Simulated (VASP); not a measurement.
Input of a VASP 6.6.1 run:

INCAR

```
SYSTEM = LiF
PREC = Accurate
ENCUT = 600
EDIFF = 1E-6
ISMEAR = 0
SIGMA = 0.02
LREAL = .False.
LASPH = .True.
NELM = 80
ALGO = Normal
ISIF = 3
LWAVE = .False.
LCHARG = .False.
IBRION = 2
NSW = 100
EDIFFG = -0.005
```

File KPOINTS:

```
Automatic mesh
0
Gamma
  9 9 6
  0 0 0
```

File POSCAR:

```
LiF
1.0
    3.0609398175      0.0000000000      0.0000000000
   -1.5304699087      2.6508516414      0.0000000000
    0.0000000000      0.0000000000      4.8073245700
Li F
2 2
Direct
    0.3333333300      0.6666666700      0.3811542600
    0.6666666700      0.3333333300      0.8811542600
    0.3333333300      0.6666666700      0.9938437400
    0.6666666700      0.3333333300      0.4938437400
```

Potentials or basis: VASP PAW LDA potentials, release 64 (Li_sv, F).

The run is started by

```sh
$ cat potpaw_LDA.64/Li_sv/POTCAR potpaw_LDA.64/F/POTCAR > POTCAR
$ mpirun -np 1 vasp_std > vasp.out
```

What does it give for the band gap on the k mesh?

7.85 eV.

Estimate the relaxed volume.

9.17 Å³/atom.

The path:
```
step  energy change (eV)  largest force (eV/Å)  pressure (GPa)  volume (Å³)
   1              0.0000                0.0087           -3.39        39.01
   2             -0.0188                0.0030           -1.76        37.85
   3             -0.0249                0.0154           -0.15        36.87
   4             -0.0250                0.0168            0.00        36.78
   5             -0.0250                0.0173            0.08        36.73
   6             -0.0251                0.0156            0.08        36.73
   7             -0.0254                0.0110            0.09        36.71
   8             -0.0259                0.0028            0.09        36.69
   9             -0.0263                0.0090            0.08        36.63
  10             -0.0260                0.0265           -0.21        36.77
  11             -0.0263                0.0009            0.01        36.67
```

Caveat: the cutoff is under 1.25 times the usual one of these potentials, so pressure, stress and relaxed cells hold a basis-set (Pulay) error; an odd mesh through Γ misses points on the zone boundary, where band edges can lie.
